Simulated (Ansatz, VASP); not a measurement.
Two plane-wave programs on MoW2

Contents of INCAR:

```
PREC = Accurate
ENCUT = 600
EDIFF = 1E-7
ISMEAR = 0
SIGMA = 0.1
LREAL = False
LASPH = True
NELM = 100
ALGO = Normal
ISIF = 3
LWAVE = False
LCHARG = False
GGA = PE
IBRION = 2
NSW = 90
EDIFFG = -0.04
```

The input KPOINTS:

```
Automatic mesh
0
Gamma
  6 6 4
```

Contents of POSCAR:

```
MoW2
1.0
    3.6058499532      0.0000000000      0.0000000000
   -1.8029249766      3.1227576618      0.0000000000
    0.0000000000      0.0000000000      3.8933595841
Mo W
1 2
Direct
    0.0000000000      0.0000000000      0.0000000000
    0.3333333333      0.6666666667      0.5000000000
    0.6666666667      0.3333333333      0.5000000000
```

Input for Ansatz:

```yaml
crystal:
  lattice:
    - [3.6058499532, 0.0, 0.0]
    - [-1.8029249766, 3.1227576618, 0.0]
    - [0.0, 0.0, 3.8933595841]
  atoms:
    - { symbol: Mo, position: [0.0, 0.0, 0.0] }
    - { symbol: W, position: [0.3333333333, 0.6666666667, 0.5] }
    - { symbol: W, position: [0.6666666667, 0.3333333333, 0.5] }
basis:
  ecutwfc: 420
kpoints:
  mp_grid: { grid: [6, 6, 4] }
hamiltonian:
  xc: pbe
scf:
  occupations: { method: gaussian, width: 0.1 }
  lower_state_search: "off"
output:
  forces: true
  stress: true
  eigenvalues: true
relax:
  adjacent_minimum: "off"
  f_tol: 0.04
  max_steps: 70
  cell: { stress_tol: 0.4 }
```

Alike in both runs: task relaxation of cell and atoms; functional PBE; k mesh 6 × 6 × 4; occupations gaussian, width 0.1 eV; no spin polarisation.

```csv
,VASP,Ansatz
version,VASP 6.6.1,Ansatz 0.2.0
potentials or method,"VASP PAW PBE potentials, release 64 (Mo_sv, W_sv), cutoff 600 eV","scalar-relativistic, plane waves, PAW"
valence electrons in the cell,42,42
```

Ansatz gave:

* gap on the k mesh at the Fermi level, each at its own relaxed structure (eV): none
* relaxed volume (Å³/atom): 16.54
* relaxed cell length with the largest relative difference (Å): 4.621

Task: Which values does VASP return?

Result: gap on the k mesh at the Fermi level, each at its own relaxed structure (eV): none; relaxed volume (Å³/atom): 16.56; relaxed cell length with the largest relative difference (Å): 4.622.

A gap of «none» marks a metal or a gap that the smearing closes.

The k mesh is coarse, so the values compare programs but aren't converged. Neither program's run includes spin-orbit coupling.
